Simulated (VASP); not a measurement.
A run of VASP 6.6.1 is set up as follows.

INCAR

```
  PREC = Accurate
  ENCUT = 600
  EDIFF = 1E-6
  ISMEAR = 0
  SIGMA = 0.02
  LREAL = False
  LASPH = True
  NELM = 120
  ALGO = Normal
  ISIF = 2
  LWAVE = False
  LCHARG = False
  NBANDS = 15
  GGA_COMPAT = False
```

File KPOINTS:

```
Automatic mesh
0
Gamma
  8 8 8
```

POSCAR

```
SrO
1.0
    0.0000000000      2.5323402355      2.5323402355
    2.5323402355      0.0000000000      2.5323402355
    2.5323402355      2.5323402355      0.0000000000
Sr O
1 1
Direct
    0.0000000000      0.0000000000      0.0000000000
    0.5000000000      0.5000000000      0.5000000000
```

Potentials or basis: VASP PAW LDA potentials, release 64 (Sr_sv, O).

Command:

```bash
$ cat potpaw_LDA.64/Sr_sv/POTCAR potpaw_LDA.64/O/POTCAR > POTCAR
$ mpirun -np 1 vasp_std > vasp.out
```

Task: Estimate the pressure.

Result: 0.7 GPa.

Task: Estimate the band gap on the k mesh.

Result: 3.06 eV, indirect (least direct gap 3.11 eV).

A k mesh can miss the band edges.
